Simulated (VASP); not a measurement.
**Na: single point with LDA**

Na:

```
Na
1.0
     0.00000    2.55602    2.55602
     2.55602    0.00000    2.55602
     2.55602    2.55602    0.00000
Na
1
Direct
  0.00000 0.00000 0.00000
```

This isn't the form of Na at room conditions, which is bcc.

| Property | Result |
| --- | --- |
| Program | VASP 6.6.1 |
| Task | single point |
| Functional | LDA |
| Potentials or basis | VASP PAW LDA potentials, release 64 (Na_pv) |
| Cutoff | 500 eV |
| k mesh | 13 × 13 × 13 |
| Occupations | fermi-dirac, width 0.1 eV |
| Spin | no spin polarisation |
| Dipole correction | no |
| Further INCAR settings | ALGO = Normal; EDIFF = 1e-06; NBANDS = 10 |

* Pressure: 0.0 GPa
* Band gap on the k mesh: zero (an odd number of electrons rules out a gap without spin polarisation)

Levels at points of the mesh, in eV from the Fermi level:
| k point | band 1 | band 2 | band 3 | band 4 | band 5 | band 6 | band 7 | band 8 |
| --- | --- | --- | --- | --- | --- | --- | --- | --- |
| (0.00, 0.00, 0.00) | -24.87 | -24.87 | -24.87 | -3.52 | 11.66 | 11.66 | 11.66 | 13.02 |

It took 30 s on 1 thread of Intel Xeon 8259CL, on a shared host, peak memory 0.14 GiB.
